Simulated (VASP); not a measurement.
# Al3InAs4 in VASP: further runs, part 2 of 3

VASP 6.6.1.

**3. Single point, PBE**

File INCAR:

```
SYSTEM = Al3InAs4
PREC = Accurate
ENCUT = 520
EDIFF = 1E-6
ISMEAR = 0
SIGMA = 0.1
LREAL = .False.
LASPH = .True.
NELM = 60
ALGO = Normal
ISIF = 2
LWAVE = .False.
LCHARG = .True.
GGA = PE
LELF = .True.
LVHAR = .True.
NBANDS = 31
```

File KPOINTS:

```
Automatic mesh
0
Gamma
  4 2 2
  0 0 0
```

File POSCAR:

```
Al3InAs4
1.0
   -4.1434225281      0.0001142720     -0.0001673072
   -0.0001753152      4.1452770966      5.7843273704
   -0.0000636744      4.1471779472     -5.7838146739
Al In As
3 1 4
Direct
   -0.0000383942      0.0008190578      0.9991677930
    0.4999925464      0.5016328747      0.0015350854
    0.4999564053      0.9984566406      0.4983971241
    0.0001010644      0.5001300021      0.4998131185
   -0.0000493617      0.8906967604      0.6294721694
    0.5000906141      0.3622294511      0.6377833247
   -0.0000124938      0.3705390704      0.1092783602
    0.4999596194      0.8754971429      0.1245520247
```

Potentials or basis: VASP PAW PBE potentials, release 64 (Al, In_d, As).

Command:

```sh
> cat potpaw_PBE.64/Al/POTCAR potpaw_PBE.64/In_d/POTCAR potpaw_PBE.64/As/POTCAR > POTCAR
> mpirun -np 1 vasp_std > vasp.out
```

OUTCAR:

```text
SYSTEM = Al3InAs4
   PREC = Accurate
   ENCUT = 520
   EDIFF = 1E-6
   ISMEAR = 0
   LREAL = .False.
   LASPH = .True.
   NELM = 60
   ISIF = 2
   GGA = PE

 ion  position               nearest neighbor table
   1  1.000  0.001  0.999-   7 2.49   5 2.49   8 2.53   8 2.53
   2  0.500  0.502  0.002-   6 2.46   7 2.49   7 2.49   8 2.52
   3  0.500  0.998  0.498-   6 2.46   5 2.49   5 2.49   8 2.52
   4  0.000  0.500  0.500-   6 2.61   6 2.61   5 2.63   7 2.63
   5  1.000  0.891  0.629-   3 2.49   3 2.49   1 2.49   4 2.63
   6  0.500  0.362  0.638-   3 2.46   2 2.46   4 2.61   4 2.61
   7  1.000  0.371  0.109-   2 2.49   2 2.49   1 2.49   4 2.63
   8  0.500  0.875  0.125-   2 2.52   3 2.52   1 2.53   1 2.53

  LATTYP: Found a triclinic cell.
 ALAT       =    10.9231174970
 B/A-ratio  =     0.3793260060
 C/A-ratio  =     0.7591656013
 COS(alpha) =     0.0000563968
 COS(beta)  =     0.3795713148
 COS(gamma) =     0.7586571454

  Lattice vectors:

 A1 = (   8.2870203714,  -4.1455056406,  -5.7839927560)
 A2 = (   4.1434225281,  -0.0001142720,   0.0001673072)
 A3 = (   0.0002389896,  -8.2924550438,  -0.0005126965)

Analysis of symmetry for initial positions (statically):
=====================================================================
 Subroutine PRICEL returns:
 Original cell was already a primitive cell.

 Routine SETGRP: Setting up the symmetry group for a
 triclinic supercell.

 Subroutine GETGRP returns: Found  1 space group operations
 (whereof  1 operations were pure point group operations)
 out of a pool of  2 trial point group operations.

The static configuration has the point symmetry C_1 .

Analysis of symmetry for dynamics (positions and initial velocities):
=====================================================================
 Subroutine PRICEL returns:
 Original cell was already a primitive cell.

 Routine SETGRP: Setting up the symmetry group for a
 triclinic supercell.

 Subroutine GETGRP returns: Found  1 space group operations
 (whereof  1 operations were pure point group operations)
 out of a pool of  2 trial point group operations.

The dynamic configuration has the point symmetry C_1 .

 Subroutine INISYM returns: Found  1 space group operations
 (whereof  1 operations are pure point group operations),
 and found     1 'primitive' translations

----------------------------------------------------------------------------------------

                                     Primitive cell

  volume of cell :     198.7357

  direct lattice vectors                    reciprocal lattice vectors
    -4.143422528  0.000114272 -0.000167307    -0.241346373 -0.000006955 -0.000002330
    -0.000175315  4.145277097  5.784327370    -0.000000166  0.120586203  0.086464120
    -0.000063674  4.147177947 -5.783814674     0.000006816  0.120596893 -0.086424489

  length of vectors
     4.143422533  7.116302788  7.116993544     0.241346373  0.148381523  0.148367122

  position of ions in fractional coordinates (direct lattice)
     0.999961606  0.000819058  0.999167793
     0.499992546  0.501632875  0.001535085
     0.499956405  0.998456641  0.498397124
     0.000101064  0.500130002  0.499813119
     0.999950638  0.890696760  0.629472169
     0.500090614  0.362229451  0.637783325
[... 68 lines left out ...]
  0.500000  0.500000  0.000000      1.000000
  0.500000 -0.000000  0.500000      1.000000
  0.000000  0.500000  0.500000      1.000000
  0.250000  0.500000  0.500000      2.000000
  0.500000  0.500000  0.500000      1.000000
   k-points           NKPTS =     12   k-points in BZ     NKDIM =     12   number of bands    NBANDS=     31
   number of dos      NEDOS =    301   number of ions     NIONS =      8
   total plane-waves  NPLWV =  93312
   dimension x,y,z NGX =    32 NGY =   54 NGZ =   54
   dimension x,y,z NGXF=    64 NGYF=  108 NGZF=  108
   ions per type =               3   1   4
   NGX,Y,Z   is equivalent  to a cutoff of  12.84, 12.62, 12.61 a.u.
   NGXF,Y,Z  is equivalent  to a cutoff of  25.68, 25.23, 25.23 a.u.
 SYSTEM =  Al3InAs4
   PREC   = accura    normal or accurate (medium, high low for compatibility)
   ISTART =      0    job   : 0-new  1-cont  2-samecut
   ICHARG =      2    charge: 1-file 2-atom 10-const
   ISPIN  =      1    spin polarized calculation?
   LNONCOLLINEAR =      F non collinear calculations
   LSORBIT =      F    spin-orbit coupling
   LASPH  =      T    aspherical Exc in radial PAW
   ENCUT  =  520.0 eV  38.22 Ry    6.18 a.u.   7.70 13.23 13.23*2*pi/ulx,y,z
   NELM   =     60;   NELMIN=  2; NELMDL= -5     # of ELM steps
   EDIFF  = 0.1E-05   stopping-criterion for ELM
   LREAL  =      F    real-space projection
   EDIFFG = 0.1E-04   stopping-criterion for IOM
   NSW    =      0    number of steps for IOM
   IBRION =     -1    ionic relax: 0-MD 1-quasi-New 2-CG
   NFREE  =      0    steps in history (QN), initial steepest desc. (CG)
   ISIF   =      2    stress and relaxation
   ISYM   =      2    0-nonsym 1-usesym 2-fastsym
   POTIM  = 0.5000    time-step for ionic-motion
   TEBEG  =    0.0;   TEEND  =   0.0 temperature during run
   PSTRESS=    0.0 pullay stress
   NELECT =      42.0000    total number of electrons
   NUPDOWN=      -1.0000    fix difference up-down
   EMIN   =  10.00;   EMAX   =-10.00  energy-range for DOS
   EFERMI =   0.00;   METHOD = LEGACY
   ISMEAR =     0;   SIGMA  =   0.10  broadening in eV -4-tet -1-fermi 0-gaus
   EFERMI_NEDOS =   21; number of points for ismear=-14 and -15
   IALGO  =     38    algorithm
   IMIX   =      4    mixing-type and parameters
     AMIX     =   0.40;   BMIX     =  1.00
     AMIX_MAG =   1.60;   BMIX_MAG =  1.00
  volume/ion in A,a.u.               =      24.84       167.64
  Fermi-wavevector in a.u.,A,eV,Ry     =   0.975138  1.842743 12.937691  0.950893
  Thomas-Fermi vector in A             =   2.105653
   LORBIT       =      0    0 simple, 1 ext, 2 COOP (PROOUT), +10 PAW based schemes
   GGA     = PE    functional components
   LHFCALC =     F    Hartree Fock is set to
   AEXX    =    0.0000 exact exchange contribution
   IVDW    =     0    specifies the selected vdW correction
   LEPSILON=     F    determine dielectric tensor
   LRPA    =     F    only Hartree local field effects (RPA)
 non-spin polarized calculation
 Gauss-broadening in eV      SIGMA  =   0.10
  energy-cutoff  :      520.00
  volume of cell :      198.74
 maximum number of plane-waves:      5385
 NGX is ok and might be reduce to    32
   NGX = 15   NGY = 27   NGZ = 27

 number of electron      42.0000006 magnetization

 Free energy of the ion-electron system (eV)
  ---------------------------------------------------
  ext. energy  EPLUGINS =         0.00000000
  ---------------------------------------------------
  free energy    TOTEN  =       -35.52408325 eV

  energy without entropy =      -35.52408325  energy(sigma->0) =      -35.52408325

 E-fermi :   4.3832     XC(G=0):  -8.9063

 val. band max:        3.8857296746   @ k =   0.0000   0.0000   0.0000
 cond. band min:       4.8765168238   @ k =   0.0000   0.0000   0.0000
 fundamental gap:      0.9907871492
 Fermi energy:         4.3832343585

 k-point     1 :       0.0000    0.0000    0.0000
  band No.  band energies     occupation
      1     -10.3119      2.00000
      2     -10.2698      2.00000
      3     -10.2176      2.00000
      4     -10.1460      2.00000
      5     -10.1293      2.00000
      6      -7.8949      2.00000
[... 397 lines left out ...]
     30       8.4395      0.00000
     31       8.6382      0.00000

------------------------ aborting loop because EDIFF is reached ----------------------------------------

  FORCE on cell =-STRESS in cart. coord.  units (eV):
  Direction    XX          YY          ZZ          XY          YZ          ZX
  --------------------------------------------------------------------------------------
  -------------------------------------------------------------------------------------
  Total        0.1905290      0.1450183      0.1447348      0.0018371      0.0053569     -0.0016144
  in kB        1.5360157      1.1691156      1.1668301      0.0148104      0.0431863     -0.0130154
  external PRESSURE =       1.2906538 kB  Pullay stress =       0.0000000 kB

 VOLUME and BASIS-vectors are now :
 -----------------------------------------------------------------------------
  energy-cutoff  :      520.00
  volume of cell :      198.74
      direct lattice vectors                 reciprocal lattice vectors
    -4.143422528  0.000114272 -0.000167307    -0.241346373 -0.000006955 -0.000002330
    -0.000175315  4.145277097  5.784327370    -0.000000166  0.120586203  0.086464120
    -0.000063674  4.147177947 -5.783814674     0.000006816  0.120596893 -0.086424489

 POSITION                                       TOTAL-FORCE (eV/Angst)
 -----------------------------------------------------------------------------------
     -4.14333      4.14724     -5.77443        -0.000183      0.000153      0.003616
     -2.07177      2.08583      2.89265        -0.000003     -0.007648     -0.007542
     -2.07174      6.20588      2.89268        -0.000133      0.007600     -0.007431
     -0.00054      4.14599      0.00209         0.000061      0.000218     -0.003027
     -4.14341      6.30283      1.51116        -0.000206     -0.004115     -0.001005
     -2.07219      4.14660     -1.59365         0.000450     -0.000011      0.014738
     -4.14344      1.98930      1.51111        -0.000051      0.004135     -0.001117
     -2.07171      4.14577      4.34369         0.000065     -0.000331      0.001768
 -----------------------------------------------------------------------------------
    total drift:                               -0.000018      0.000011      0.001359

  FREE ENERGIE OF THE ION-ELECTRON SYSTEM (eV)
  ---------------------------------------------------
  free  energy   TOTEN  =       -35.5240832469 eV

  energy  without entropy=      -35.5240832469  energy(sigma->0) =      -35.52408325
```

Wall time 2.5 min (1 thread of Intel Xeon 8259CL, shared host); peak memory 0.32 GiB.

What came out:

| Quantity | Value |
| --- | --- |
| Free energy | -35.5241 eV |
| Pressure | 0.1 GPa |
| Largest force | 0.015 eV/Å |
| Band gap on the k mesh | 0.99 eV |

Forces on the atoms (eV/Å):
```
Al   0.000  0.000  0.004
Al   0.000 -0.008 -0.008
Al   0.000  0.008 -0.007
In   0.000  0.000 -0.003
As   0.000 -0.004 -0.001
As   0.000  0.000  0.015
As   0.000  0.004 -0.001
As   0.000  0.000  0.002
```

Caveat: the k points lie up to 0.47 Å⁻¹ apart; spin-orbit coupling is left out, which moves the levels of the heavy elements. A k mesh can miss the band edges.

(Part 2 of 3 ends here.)
